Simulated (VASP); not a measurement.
Here is a VASP 6.6.1 calculation.

The input POSCAR:

```
Ag
1.0
    2.9052090038      0.0000000000      0.0000000000
   -1.4526045019      2.5159848006      0.0000000000
    0.0000000000      0.0000000000      9.4669946005
Ag
4
Direct
    0.3333333333      0.6666666667      0.2500000000
    0.6666666667      0.3333333333      0.7500000000
    0.0000000000      0.0000000000      0.0000000000
    0.0000000000      0.0000000000      0.5000000000
```

INCAR.step1

```
PREC = Accurate
ENCUT = 520
ISMEAR = 0
SIGMA = 0.15
LREAL = F
LASPH = T
NELM = 100
NBANDS = 30
GGA = PE
ALGO = Normal
EDIFF = 1E-4
LWAVE = T
LCHARG = F
```

INCAR.step2

```
PREC = Accurate
ENCUT = 520
EDIFF = 1E-6
ISMEAR = 0
SIGMA = 0.15
LREAL = F
LASPH = T
NELM = 100
ALGO = Normal
ISIF = 2
LWAVE = F
LCHARG = F
METAGGA = R2SCAN
LMIXTAU = T
NBANDS = 30
ISTART = 1
```

The input KPOINTS:

```
Automatic mesh
0
Gamma
  18 18 6
```

Potentials or basis: VASP PAW PBE potentials, release 64 (Ag).

Command:

```bash
$ cat potpaw_PBE.64/Ag/POTCAR > POTCAR
$ cp INCAR.step1 INCAR
$ mpirun -np 1 vasp_std > vasp.out
$ cp INCAR.step2 INCAR
$ mpirun -np 1 vasp_std > vasp.out
```

Problem. Predict the pressure.

Solution. 0.2 GPa.

Problem. What does it give for the band gap on the k mesh?

Solution. Zero (bands 22 and 23 overlap by 6.92 eV).

Stress tensor (GPa, compression positive):
```
0.10 0.00 0.00
0.00 0.10 0.00
0.00 0.00 0.34
```

Caveat: the PAW data sets were made with another functional, which shifts forces and pressure a little.
